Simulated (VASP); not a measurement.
Runs of VASP 6.6.1 on SnSe2. The structure is that of space group C2/m (No. 12), or close to it. The cells are those of the table. 

| cell | gap on the mesh (eV) | pressure (GPa) | largest force (eV/Å) |
| --- | --- | --- | --- |
| a = 3.811, b = 3.599, c = 6.137 Å, angles 90.0, 90.0, 122.0°, 3 atoms | (b) | 13.3 | 1.44 |
| a = 3.811, b = 4.247, c = 6.137 Å, angles 90.0, 90.0, 116.7°, 3 atoms | none | -2.6 | 0.14 |
| a = 3.811, b = 3.494, c = 6.137 Å, angles 90.0, 90.0, 123.0°, 3 atoms | 0.08 | (a) | 1.94 |
| a = 3.811, b = 3.391, c = 6.137 Å, angles 90.0, 90.0, 124.2°, 3 atoms | none | 26.0 | 2.61 |

Alike in all rows: task single point; level PBE; potentials or basis VASP PAW PBE potentials, release 64 (Sn_d, Se); no spin polarisation; k mesh 12 × 12 × 6; cutoff (eV) 520; smearing gaussian 0.05 eV.

Problem. Fill in the values left out.

Solution. (a) 18.9; (b) 0.35.

Caveats: spin-orbit coupling is left out, which moves the levels of the heavy elements; this functional lacks dispersion, which binds the layers, so the pressure and a relaxed spacing across them are unreliable; the cell stands under pressure (at least some runs); forces of over 1 eV/Å act on the atoms, so gaps and moduli don't describe the material at rest (at least some runs); semilocal functionals underestimate gaps, so a narrow gap can read as zero (at least some runs).

A k mesh can miss the band edges, and the runs leave out spin-orbit coupling on Se, Sn.

A gap of «none» marks levels without a gap at the run's occupations.
